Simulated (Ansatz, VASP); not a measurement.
FeO in VASP and in Ansatz

```
Fe O
1.0
     0.00000    2.15540    2.15540
     2.15540    0.00000    2.15540
     2.15540    2.15540    0.00000
Fe O
1 1
Direct
  0.00000 0.00000 0.00000
  0.50000 0.50000 0.50000
```

Alike in both runs: task single point; functional PBEsol; k mesh 9 × 9 × 9; occupations fermi-dirac, width 0.05 eV; collinear spin.

```csv
,VASP,Ansatz
version,VASP 6.6.1,Ansatz 0.2.0
potentials or method,"VASP PAW PBE potentials, release 64 (Fe_sv, O_h)",Ansatz PAW
plane-wave cutoff (eV),1340,420
valence electrons in the cell,22,22
```

VASP gave:

* gap on the k mesh at the Fermi level (eV): none
* pressure (GPa): -9.2
* net moment per atom (μB): 2.00
* size of the moment on the site where the two differ most (μB): 0.23

Task: Which values does Ansatz return?

Result: gap on the k mesh at the Fermi level (eV): none; pressure (GPa): -8.5; net moment per atom (μB): 2.00; size of the moment on the site where the two differ most (μB): 0.33.

VASP's potentials were made for PBE, not for PBEsol. Site moments also hang on the region over which each program counts them. A gap of «none» marks a metal or a gap that the smearing closes.
